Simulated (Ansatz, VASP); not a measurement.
Two plane-wave programs on GeSb4Te4

```
CELL_PARAMETERS angstrom
4.26661 0.00000 0.00000
-2.13330 3.69499 0.00000
0.00000 0.00000 17.00671
ATOMIC_POSITIONS crystal
Ge 0.00000 0.00000 0.00000
Sb 0.33333 0.66667 0.54586
Sb 0.66667 0.33333 0.45414
Sb 0.66667 0.33333 0.78736
Sb 0.33333 0.66667 0.21264
Te 0.33333 0.66667 0.90322
Te 0.66667 0.33333 0.09678
Te 0.98333 0.96666 0.69178
Te 0.00000 0.00000 0.31326
```

Alike in both runs: task single point; functional PBEsol; k mesh 12 × 12 × 4; occupations gaussian, width 0.15 eV; no spin polarisation.

|  | VASP | Ansatz |
| --- | --- | --- |
| version | VASP 6.6.1 | Ansatz 0.2.0 |
| potentials or method | VASP PAW PBE potentials, release 64 (Ge_d, Sb, Te), cutoff 520 eV | scalar-relativistic, plane waves, PAW |
| valence electrons in the cell | 58 | 138 |

|  | VASP | Ansatz | Ansatz less VASP |
| --- | --- | --- | --- |
| gap on the k mesh at the Fermi level (eV) | none | none | - |
| pressure (GPa) | 0.4 | 0.3 | -0.10 |
| traceless stress, the component that is largest in VASP (GPa) | -0.52 | -0.51 | +0.009 |
| rms of the force components (eV/Å) | 0.195 | 0.184 | -0.0111 |

VASP's potentials were made for PBE, not for PBEsol. Atom by atom the forces differ by 0.024 eV/Å (rms over components). A gap of «none» marks a metal or a gap that the smearing closes. VASP's potentials hold 58 valence electrons a cell and Ansatz's 138, so a difference there can come from the potentials and not from the codes.

Spin-orbit coupling is off throughout.
